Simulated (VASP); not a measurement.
A run of VASP 6.6.1 is set up as follows.

Contents of INCAR:

```
SYSTEM = Al8SiN7
PREC     = Accurate       ! precision mode
ENCUT    = 520            ! plane-wave cutoff, eV
EDIFF    = 1E-7           ! SCF threshold, eV
ISMEAR   = -1             ! smearing method
SIGMA    = 0.05           ! smearing width, eV
LREAL    = Auto         
LASPH    = .True.         ! aspherical terms in the spheres
NELM     = 150            ! most SCF steps
ALGO     = Normal         ! electronic algorithm
ISIF     = 2              ! what is computed and relaxed
LWAVE    = .False.        ! write WAVECAR
LCHARG   = .False.        ! write CHGCAR
ISPIN    = 2              ! spin polarisation
MAGMOM   = 0 0.2 0 0.2 0 0.2 0 0.2 0 0 0 0 0 0 0 0.2 ! initial moments
LORBIT   = 11             ! projections on sites
NBANDS   = 50             ! bands
```

The input KPOINTS:

```
Automatic mesh
0
Gamma
  2 2 2
  0.5 0.5 0.5
```

The input POSCAR:

```
Al8SiN7
1.0
    0.0000000000      4.3777220000      4.3777220000
    4.3777220000      0.0000000000      4.3777220000
    4.3777220000      4.3777220000      0.0000000000
Al N Si
8 7 1
Direct
    0.0439720000      0.0003730000      0.9967620000
    0.5063590000      0.4912140000      0.4788930000
    0.0188170000      0.0346130000      0.5012210000
    0.5468420000      0.4830090000      0.0074040000
    0.0001450000      0.5121020000      0.0136470000
    0.4890600000      0.0163910000      0.4963620000
    0.4606280000      0.0376300000      0.0068440000
    0.9953690000      0.4750560000      0.5126690000
    0.1475000000      0.1290070000      0.1075980000
    0.1621870000      0.1122170000      0.6235310000
    0.6372610000      0.6413970000      0.1120350000
    0.1059870000      0.6184010000      0.1485030000
    0.6055760000      0.1202740000      0.6369280000
    0.6156600000      0.1142200000      0.1437610000
    0.1404110000      0.5967950000      0.6386480000
    0.6224390000      0.6099070000      0.6138540000
```

Potentials or basis: VASP PAW LDA potentials, release 64 (Al, N, Si).

Command:

```console
$ cat potpaw_LDA.64/Al/POTCAR potpaw_LDA.64/N/POTCAR potpaw_LDA.64/Si/POTCAR > POTCAR
$ mpirun -np 1 vasp_std > vasp.out
```

Problem. Predict the net moment.

Solution. 0.00 μB per cell.

Problem. What does it give for the largest force?

Solution. 10.678 eV/Å.

Problem. Predict the pressure.

Solution. 31.5 GPa.

Stress tensor (GPa, compression positive):
```
32.22  2.07 -0.27
 2.07 36.26 14.24
-0.27 14.24 26.03
```

Caveat: the k points lie up to 0.62 Å⁻¹ apart.
